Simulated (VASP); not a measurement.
# Li4H3F (P1) in VASP: single point with PBEsol

Aim: the single point of Li4H3F with PBEsol.

Everything below comes from runs of VASP 6.6.1. Logs are shortened: lines on timing, memory, paths and dates and some standing lists are left out, and cuts for length are marked.

## (1) The cell of the first run

The typed cell holds 64 atoms: a = 7.989 Å, b = 7.989 Å, c = 7.989 Å, α = 90.00°, β = 90.00°, γ = 90.00°.

## (2) Single point, PBEsol

INCAR reads:

```
SYSTEM = Li4H3F
PREC = Accurate
ENCUT = 520
EDIFF = 1E-6
ISMEAR = -1
SIGMA = 0.05
LREAL = Auto
LASPH = .True.
NELM = 80
ALGO = Normal
ISIF = 2
LWAVE = .False.
LCHARG = .False.
GGA = PS
NBANDS = 126
ISYM = 0
```

KPOINTS reads:

```
Automatic mesh
0
Gamma
  1 1 1
  0.25 0.25 0.25
```

POSCAR reads:

```
Li4H3F
1.0
    7.9892595980      0.0000000000      0.0000000000
    0.0000000000      7.9892595980      0.0000000000
    0.0000000000      0.0000000000      7.9892595980
F H Li
8 24 32
Direct
    0.2504160000      0.9997330000      0.0000620000
    0.2500960000      0.9999380000      0.5011430000
    0.2502110000      0.4997960000      0.9994840000
    0.5000900000      0.7498090000      0.9995930000
    0.5004380000      0.9996430000      0.7501800000
    0.4998630000      0.4997160000      0.7501010000
    0.2510470000      0.2494690000      0.7507530000
    0.2499720000      0.7498760000      0.7499540000
    0.2490810000      0.4993210000      0.4977280000
    0.7522300000      0.0001420000      0.0011370000
    0.7516430000      0.0002610000      0.4987700000
    0.7515870000      0.4987980000      0.0010200000
    0.7510480000      0.4993400000      0.4989610000
    0.9981660000      0.2497940000      0.0016760000
    0.9985960000      0.2505020000      0.4990750000
    0.9973240000      0.7492670000      0.0014980000
    0.9980700000      0.7487410000      0.4985650000
    0.5038070000      0.2499880000      0.0032550000
    0.5030590000      0.2504730000      0.4979460000
    0.5024740000      0.7491030000      0.4972340000
    0.9987790000      0.0000230000      0.2503750000
    0.9967880000      0.0000230000      0.7497890000
    0.9989600000      0.4993450000      0.2506070000
    0.9977660000      0.4994190000      0.7490080000
    0.5021430000      0.0001810000      0.2510480000
    0.5013940000      0.4989110000      0.2512660000
    0.2498920000      0.2505610000      0.2511440000
    0.2488890000      0.7492030000      0.2517700000
    0.7510680000      0.2502930000      0.2507290000
    0.7520190000      0.2501610000      0.7498540000
    0.7512700000      0.7488780000      0.2509180000
    0.7528770000      0.7494310000      0.7488390000
    0.0001140000      0.9997940000      0.0011080000
    0.9997090000      0.9996570000      0.4992780000
    0.9997130000      0.4994500000      0.0010040000
    0.9988610000      0.4997510000      0.4987720000
    0.4998830000      0.9986120000      0.9997710000
    0.5004230000      0.9999890000      0.5002800000
    0.5000430000      0.5006180000      0.9998920000
    0.5013500000      0.4992240000      0.4994880000
    0.2496610000      0.2496980000      0.9999460000
    0.2492050000      0.2486650000      0.5004530000
    0.2504600000      0.7497010000      0.9995370000
    0.2490010000      0.7508020000      0.5002550000
    0.7512560000      0.2498230000      0.0015090000
    0.7514310000      0.2499940000      0.4987890000
    0.7503270000      0.7495630000      0.0011200000
    0.7515450000      0.7494100000      0.4987250000
    0.2499630000      0.0001590000      0.2508900000
    0.2509120000      0.0000470000      0.7500550000
    0.2496650000      0.4991980000      0.2495600000
    0.2508160000      0.4993400000      0.7505500000
    0.7509500000      0.0003690000      0.2508690000
    0.7498810000      0.0002910000      0.7495110000
    0.7509120000      0.4989130000      0.2506490000
    0.7496150000      0.4990880000      0.7494910000
    0.9983950000      0.2504320000      0.2508760000
    0.9993550000      0.2503910000      0.7494960000
    0.9983210000      0.7489080000      0.2505080000
    0.9993290000      0.7490530000      0.7495890000
    0.5025230000      0.2504950000      0.2502880000
    0.5006790000      0.2502140000      0.7500610000
    0.5020200000      0.7488860000      0.2495930000
    0.5000550000      0.7491780000      0.7506200000
```

Potentials or basis: VASP PAW PBE potentials, release 64 (F, H, Li_sv).

Launch:

```
> cat potpaw_PBE.64/F/POTCAR potpaw_PBE.64/H/POTCAR potpaw_PBE.64/Li_sv/POTCAR > POTCAR
> mpirun -np 1 vasp_std > vasp.out
```

OUTCAR:

```text
SYSTEM = Li4H3F
   PREC = Accurate
   ENCUT = 520
   EDIFF = 1E-6
   ISMEAR = -1
   LREAL = Auto
   LASPH = .True.
   NELM = 80
   ISIF = 2
   GGA = PS
   ISYM = 0

 ion  position               nearest neighbor table
   1  0.250  1.000  0.000-  37 1.99  41 2.00  50 2.00  43 2.00  33 2.00  49 2.00
   2  0.250  1.000  0.501-  42 1.99  50 1.99  44 1.99  49 2.00  38 2.00  34 2.00
   3  0.250  0.500  0.999-  52 1.99  39 2.00  43 2.00  51 2.00  41 2.00  35 2.00
   4  0.500  0.750  1.000-  37 1.99  64 1.99  39 1.99  43 1.99  63 2.00  47 2.00
   5  0.500  1.000  0.750-  54 1.99  50 1.99  37 1.99  38 2.00  64 2.00  62 2.00
   6  0.500  0.500  0.750-  52 1.99  64 1.99  62 1.99  56 2.00  39 2.00  40 2.00
   7  0.251  0.249  0.751-  41 1.99  50 1.99  62 1.99  52 2.00  42 2.00  58 2.01
   8  0.250  0.750  0.750-  43 1.99  44 1.99  64 2.00  50 2.00  52 2.00  60 2.00
   9  0.249  0.499  0.498-
  10  0.752  0.000  0.001-
  11  0.752  0.000  0.499-
  12  0.752  0.499  0.001-
  13  0.751  0.499  0.499-
  14  0.998  0.250  0.002-
[... 16 lines left out ...]
  31  0.751  0.749  0.251-
  32  0.753  0.749  0.749-
  33  0.000  1.000  0.001-   1 2.00
  34  1.000  1.000  0.499-   2 2.00
  35  1.000  0.499  0.001-   3 2.00
  36  0.999  0.500  0.499-
  37  0.500  0.999  1.000-   4 1.99   1 1.99   5 1.99
  38  0.500  1.000  0.500-   5 2.00   2 2.00
  39  0.500  0.501  1.000-   4 1.99   6 2.00   3 2.00
  40  0.501  0.499  0.499-   6 2.00
  41  0.250  0.250  1.000-   7 1.99   1 2.00   3 2.00
  42  0.249  0.249  0.500-   2 1.99   7 2.00
  43  0.250  0.750  1.000-   8 1.99   4 1.99   3 2.00   1 2.00
  44  0.249  0.751  0.500-   2 1.99   8 1.99
  45  0.751  0.250  0.002-
  46  0.751  0.250  0.499-
  47  0.750  0.750  0.001-   4 2.00
  48  0.752  0.749  0.499-
  49  0.250  0.000  0.251-   2 2.00   1 2.00
  50  0.251  0.000  0.750-   2 1.99   7 1.99   5 1.99   1 2.00   8 2.00
  51  0.250  0.499  0.250-   3 2.00
  52  0.251  0.499  0.751-   3 1.99   6 1.99   7 2.00   8 2.00
  53  0.751  0.000  0.251-
  54  0.750  0.000  0.750-   5 1.99
  55  0.751  0.499  0.251-
  56  0.750  0.499  0.749-   6 2.00
  57  0.998  0.250  0.251-
  58  0.999  0.250  0.749-   7 2.01
  59  0.998  0.749  0.251-
  60  0.999  0.749  0.750-   8 2.00
  61  0.503  0.250  0.250-
  62  0.501  0.250  0.750-   6 1.99   7 1.99   5 2.00
  63  0.502  0.749  0.250-   4 2.00
  64  0.500  0.749  0.751-   4 1.99   6 1.99   8 2.00   5 2.00

IMPORTANT INFORMATION: All symmetrisations will be switched off!
NOSYMM: (Re-)initialisation of all symmetry stuff for point group C_1.

----------------------------------------------------------------------------------------

                                     Primitive cell

  volume of cell :     509.9406

  direct lattice vectors                    reciprocal lattice vectors
     7.989259598  0.000000000  0.000000000     0.125168044  0.000000000  0.000000000
     0.000000000  7.989259598  0.000000000     0.000000000  0.125168044  0.000000000
     0.000000000  0.000000000  7.989259598     0.000000000  0.000000000  0.125168044

  length of vectors
     7.989259598  7.989259598  7.989259598     0.125168044  0.125168044  0.125168044

  position of ions in fractional coordinates (direct lattice)
     0.250416000  0.999733000  0.000062000
     0.250096000  0.999938000  0.501143000
     0.250211000  0.499796000  0.999484000
     0.500090000  0.749809000  0.999593000
     0.500438000  0.999643000  0.750180000
     0.499863000  0.499716000  0.750101000
[... 56 lines left out ...]
     0.502020000  0.748886000  0.249593000
     0.500055000  0.749178000  0.750620000

  ion indices of the primitive-cell ions
   primitive index   ion index
                 1           1
                 2           2
                 3           3
                 4           4
                 5           5
                 6           6
[... 56 lines left out ...]
                63          63
                64          64

----------------------------------------------------------------------------------------

 KPOINTS: Automatic mesh

Automatic generation of k-mesh.
 Grid dimensions read from file:
 generate k-points for:    1    1    1

 Generating k-lattice:

  Cartesian coordinates                     Fractional coordinates (reciprocal lattice)
     0.125168044  0.000000000  0.000000000     1.000000000  0.000000000  0.000000000
     0.000000000  0.125168044  0.000000000     0.000000000  1.000000000  0.000000000
     0.000000000  0.000000000  0.125168044     0.000000000  0.000000000  1.000000000

  Length of vectors
     0.125168044  0.125168044  0.125168044

  Shift w.r.t. Gamma in fractional coordinates (k-lattice)
     0.250000000  0.250000000  0.250000000

 Subroutine IBZKPT returns following result:
 ===========================================

 Found      4 irreducible k-points:

 Following reciprocal coordinates:
            Coordinates               Weight
  0.250000  0.250000  0.250000      2.000000
 -0.250000  0.250000  0.250000      2.000000
 -0.250000 -0.250000  0.250000      2.000000
  0.250000 -0.250000  0.250000      2.000000
   k-points           NKPTS =      4   k-points in BZ     NKDIM =      4   number of bands    NBANDS=    126
   number of dos      NEDOS =    301   number of ions     NIONS =     64
   total plane-waves  NPLWV = 216000
   dimension x,y,z NGX =    60 NGY =   60 NGZ =   60
   dimension x,y,z NGXF=   120 NGYF=  120 NGZF=  120
   ions per type =               8  24  32
   NGX,Y,Z   is equivalent  to a cutoff of  12.49, 12.49, 12.49 a.u.
   NGXF,Y,Z  is equivalent  to a cutoff of  24.97, 24.97, 24.97 a.u.
 SYSTEM =  Li4H3F
   PREC   = accura    normal or accurate (medium, high low for compatibility)
   ISTART =      0    job   : 0-new  1-cont  2-samecut
   ICHARG =      2    charge: 1-file 2-atom 10-const
   ISPIN  =      1    spin polarized calculation?
   LNONCOLLINEAR =      F non collinear calculations
   LSORBIT =      F    spin-orbit coupling
   LASPH  =      T    aspherical Exc in radial PAW
   ENCUT  =  520.0 eV  38.22 Ry    6.18 a.u.  14.85 14.85 14.85*2*pi/ulx,y,z
   NELM   =     80;   NELMIN=  2; NELMDL= -5     # of ELM steps
   EDIFF  = 0.1E-05   stopping-criterion for ELM
   LREAL  =      T    real-space projection
   EDIFFG = 0.1E-04   stopping-criterion for IOM
   NSW    =      0    number of steps for IOM
   IBRION =     -1    ionic relax: 0-MD 1-quasi-New 2-CG
   NFREE  =      0    steps in history (QN), initial steepest desc. (CG)
   ISIF   =      2    stress and relaxation
   ISYM   =      0    0-nonsym 1-usesym 2-fastsym
   POTIM  = 0.5000    time-step for ionic-motion
   TEBEG  =    0.0;   TEEND  =   0.0 temperature during run
   PSTRESS=    0.0 pullay stress
   NELECT =     176.0000    total number of electrons
   NUPDOWN=      -1.0000    fix difference up-down
   EMIN   =  10.00;   EMAX   =-10.00  energy-range for DOS
   EFERMI =   0.00;   METHOD = LEGACY
   ISMEAR =    -1;   SIGMA  =   0.05  broadening in eV -4-tet -1-fermi 0-gaus
   EFERMI_NEDOS =   21; number of points for ismear=-14 and -15
   IALGO  =     38    algorithm
   IMIX   =      4    mixing-type and parameters
     AMIX     =   0.40;   BMIX     =  1.00
     AMIX_MAG =   1.60;   BMIX_MAG =  1.00
  volume/ion in A,a.u.               =       7.97        53.77
  Fermi-wavevector in a.u.,A,eV,Ry     =   1.148345  2.170058 17.941963  1.318697
  Thomas-Fermi vector in A             =   2.285021
   LORBIT       =      0    0 simple, 1 ext, 2 COOP (PROOUT), +10 PAW based schemes
   GGA     = PS    functional components
   LHFCALC =     F    Hartree Fock is set to
   AEXX    =    0.0000 exact exchange contribution
   IVDW    =     0    specifies the selected vdW correction
   LEPSILON=     F    determine dielectric tensor
   LRPA    =     F    only Hartree local field effects (RPA)
 non-spin polarized calculation
  energy-cutoff  :      520.00
  volume of cell :      509.94
 maximum number of plane-waves:     13679
   NGX = 29   NGY = 29   NGZ = 29

 number of electron     175.9999576 magnetization

 Free energy of the ion-electron system (eV)
  ---------------------------------------------------
  ext. energy  EPLUGINS =         0.00000000
  ---------------------------------------------------
  free energy    TOTEN  =      -225.02714910 eV

  energy without entropy =     -225.02714910  energy(sigma->0) =     -225.02714910

 E-fermi :   1.5515     XC(G=0):  -9.0630

 val. band max:        0.1950000734   @ k =   0.2500   0.2500   0.2500
 cond. band min:       4.9620314290   @ k =  -0.2500   0.2500   0.2500
 fundamental gap:      4.7670313555
 Fermi energy:         1.5515394861

 k-point     1 :       0.2500    0.2500    0.2500
  band No.  band energies     occupation
      1     -43.1039      2.00000
      2     -43.0825      2.00000
      3     -43.0676      2.00000
      4     -43.0558      2.00000
      5     -43.0306      2.00000
      6     -43.0173      2.00000
[... 92 lines left out ...]
     99       6.4042      0.00000
    100       6.5610      0.00000

 k-point     2 :      -0.2500    0.2500    0.2500
  band No.  band energies     occupation
      1     -43.1039      2.00000
      2     -43.0825      2.00000
      3     -43.0676      2.00000
      4     -43.0558      2.00000
      5     -43.0306      2.00000
      6     -43.0173      2.00000
[... 92 lines left out ...]
     99       6.3698      0.00000
    100       6.5422      0.00000

 k-point     3 :      -0.2500   -0.2500    0.2500
  band No.  band energies     occupation
      1     -43.1039      2.00000
      2     -43.0825      2.00000
      3     -43.0676      2.00000
      4     -43.0558      2.00000
      5     -43.0306      2.00000
      6     -43.0173      2.00000
[... 92 lines left out ...]
     99       6.4109      0.00000
    100       6.4896      0.00000

 k-point     4 :       0.2500   -0.2500    0.2500
  band No.  band energies     occupation
      1     -43.1039      2.00000
      2     -43.0825      2.00000
      3     -43.0676      2.00000
      4     -43.0558      2.00000
      5     -43.0306      2.00000
      6     -43.0173      2.00000
[... 92 lines left out ...]
     99       6.4349      0.00000
    100       6.6124      0.00000
 [bands above 100 left out]

------------------------ aborting loop because EDIFF is reached ----------------------------------------

  FORCE on cell =-STRESS in cart. coord.  units (eV):
  Direction    XX          YY          ZZ          XY          YZ          ZX
  --------------------------------------------------------------------------------------
  -------------------------------------------------------------------------------------
  Total       -0.5755539     -0.8440915     -0.6872793     -0.0077727      0.0007971      0.0040901
  in kB       -1.8083271     -2.6520426     -2.1593561     -0.0244210      0.0025044      0.0128506
  external PRESSURE =      -2.2065752 kB  Pullay stress =       0.0000000 kB

 VOLUME and BASIS-vectors are now :
 -----------------------------------------------------------------------------
  energy-cutoff  :      520.00
  volume of cell :      509.94
      direct lattice vectors                 reciprocal lattice vectors
     7.989259598  0.000000000  0.000000000     0.125168044  0.000000000  0.000000000
     0.000000000  7.989259598  0.000000000     0.000000000  0.125168044  0.000000000
     0.000000000  0.000000000  7.989259598     0.000000000  0.000000000  0.125168044

 POSITION                                       TOTAL-FORCE (eV/Angst)
 -----------------------------------------------------------------------------------
      2.00064      7.98713      0.00050         0.002714     -0.004159     -0.004768
      1.99808      7.98876      4.00376         0.004666      0.000758      0.004299
      1.99900      3.99300      7.98514         0.006793     -0.000947     -0.003733
      3.99535      5.99042      7.98601        -0.000889     -0.012069     -0.001800
      3.99813      7.98641      5.99338        -0.004619      0.000050     -0.003926
      3.99354      3.99236      5.99275        -0.000715      0.000933      0.006164
[... 56 lines left out ...]
      4.01077      5.98304      1.99406         0.005133      0.003424      0.010147
      3.99507      5.98538      5.99690         0.010375     -0.002274     -0.006744
 -----------------------------------------------------------------------------------
    total drift:                                0.023232     -0.054056      0.012947

  FREE ENERGIE OF THE ION-ELECTRON SYSTEM (eV)
  ---------------------------------------------------
  free  energy   TOTEN  =      -225.0271490980 eV

  energy  without entropy=     -225.0271490980  energy(sigma->0) =     -225.02714910
```

Run time: 10 min. Hardware: 1 thread of Intel Xeon Platinum 8259CL at 2.50GHz (Skylake/Cascade Lake), shared host; peak memory 0.55 GiB.

Results:

```
Free energy            : -225.0271 eV
Largest force          : 0.017 eV/Å
Band gap on the k mesh : 4.77 eV
```

Forces on the atoms (eV/Å):
```
F    0.003 -0.004 -0.005
F    0.005  0.001  0.004
F    0.007 -0.001 -0.004
F   -0.001 -0.012 -0.002
F   -0.005  0.000 -0.004
F   -0.001  0.001  0.006
F    0.000  0.004 -0.003
F    0.005 -0.003 -0.002
H   -0.002  0.004 -0.004
H   -0.003  0.004  0.004
H   -0.002 -0.005  0.004
H    0.009  0.007  0.006
H    0.005  0.002 -0.002
H   -0.002  0.004 -0.004
H   -0.003  0.002 -0.002
H    0.001  0.004 -0.003
H    0.007  0.004  0.004
H   -0.008 -0.004 -0.007
H   -0.008  0.002 -0.002
H    0.001 -0.006 -0.003
H   -0.002 -0.002  0.004
H   -0.001 -0.001  0.001
H   -0.002  0.002  0.004
H   -0.004  0.001  0.000
H    0.002  0.005 -0.001
H    0.005  0.006  0.007
H   -0.001 -0.006 -0.002
H    0.003 -0.002 -0.004
H   -0.001 -0.007 -0.005
H    0.000 -0.004 -0.002
H   -0.004  0.011 -0.006
H   -0.007  0.000  0.004
Li  -0.008 -0.001  0.006
Li  -0.003  0.001 -0.006
Li  -0.001  0.001  0.006
Li  -0.005 -0.002 -0.004
Li   0.012  0.004  0.010
Li   0.004 -0.006 -0.004
Li   0.001  0.001  0.001
Li   0.004  0.009  0.000
Li  -0.007 -0.003  0.013
Li  -0.001  0.002 -0.009
Li  -0.008  0.002  0.004
Li  -0.002 -0.001 -0.007
Li   0.012 -0.005  0.006
Li   0.006 -0.001 -0.005
Li   0.010  0.003  0.004
Li  -0.002  0.001 -0.004
Li  -0.002  0.004  0.006
Li  -0.005 -0.004  0.001
Li  -0.006 -0.005  0.000
Li  -0.004  0.001 -0.005
Li   0.004  0.001 -0.002
Li   0.002  0.000 -0.001
Li   0.004  0.001  0.002
Li   0.002 -0.002 -0.006
Li  -0.006  0.000  0.000
Li  -0.013 -0.001  0.002
Li  -0.007 -0.001  0.002
Li  -0.014 -0.002 -0.003
Li   0.001 -0.005  0.010
Li   0.015 -0.001 -0.005
Li   0.005  0.003  0.010
Li   0.010 -0.002 -0.007
```

Levels at points of the mesh, in eV from the valence-band top:
| k point | band 86 | band 87 | band 88 | band 89 | band 90 | band 91 |
| --- | --- | --- | --- | --- | --- | --- |
| (0.25, 0.25, 0.25) | -0.04 | -0.02 | 0.00 | 4.80 | 4.93 | 5.04 |

Caveat: the cutoff is under 1.25 times the usual one of these potentials, so pressure, stress and relaxed cells hold a basis-set (Pulay) error; the PAW data sets were made with another functional, which shifts forces and pressure a little; a shifted mesh leaves out Γ, where band edges can lie. A k mesh can miss the band edges.
